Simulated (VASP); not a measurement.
Input of a VASP 6.6.1 run:

File INCAR:

```
PREC     = Accurate       # precision mode
ENCUT    = 520            # plane-wave cutoff, eV
EDIFF    = 1E-6           # SCF threshold, eV
ISMEAR   = -1             # smearing method
SIGMA    = 0.08           # smearing width, eV
LREAL    = False          # projectors in reciprocal space
LASPH    = True           # aspherical terms in the spheres
NELM     = 80             # most SCF steps
ALGO     = Normal         # electronic algorithm
ISIF     = 2              # what is computed and relaxed
LWAVE    = False          # write WAVECAR
LCHARG   = True           # write CHGCAR
GGA      = PS             # functional
LELF     = True           # ELF
LVHAR    = True         
NBANDS   = 10             # bands
```

KPOINTS

```
Automatic mesh
0
Gamma
  8 8 8
```

The input POSCAR:

```
Cs
1.0
    4.9225923281      0.0000000000      0.0000000000
    0.0000000000      4.9225923281      0.0000000000
    0.0000000000      0.0000000000      4.9225923281
Cs
1
Direct
    0.0000000000      0.0000000000      0.0000000000
```

Potentials or basis: VASP PAW PBE potentials, release 64 (Cs_sv).

Launch:

```console
$ cat potpaw_PBE.64/Cs_sv/POTCAR > POTCAR
$ mpirun -np 1 vasp_std > vasp.out
```

Task: Estimate the pressure.

Result: 0.0 GPa.

Task: What does it give for the band gap on the k mesh?

Result: Zero (an odd number of electrons rules out a gap without spin polarisation).

Caveat: the PAW data sets were made with another functional, which shifts forces and pressure a little; spin-orbit coupling is left out, which moves the levels of the heavy elements.
